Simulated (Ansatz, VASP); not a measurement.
# Na in VASP and in Ansatz

```xyz
1
Lattice="-2.1481 2.1481 2.1481 2.1481 -2.1481 2.1481 2.1481 2.1481 -2.1481" Properties=species:S:1:pos:R:3 pbc="T T T"
Na    0.0000    0.0000    0.0000
```

Alike in both runs: task single point; functional LDA; k mesh 8 × 8 × 8; occupations gaussian, width 0.05 eV; no spin polarisation.

```csv
,VASP,Ansatz
version,VASP 6.6.1,Ansatz 0.2.0
potentials or method,"VASP PAW LDA potentials, release 64 (Na_pv), cutoff 500 eV","plane waves, PAW"
valence electrons in the cell,7,9
```

```csv
,VASP,Ansatz,Ansatz less VASP
pressure (GPa),-1.2,-1.1,+0.03
```

LDA's correlation is that of Perdew and Zunger in VASP and of Perdew and Wang (1992) in Ansatz. VASP's potentials hold 7 valence electrons a cell and Ansatz's 9, so a difference there can come from the potentials and not from the codes.
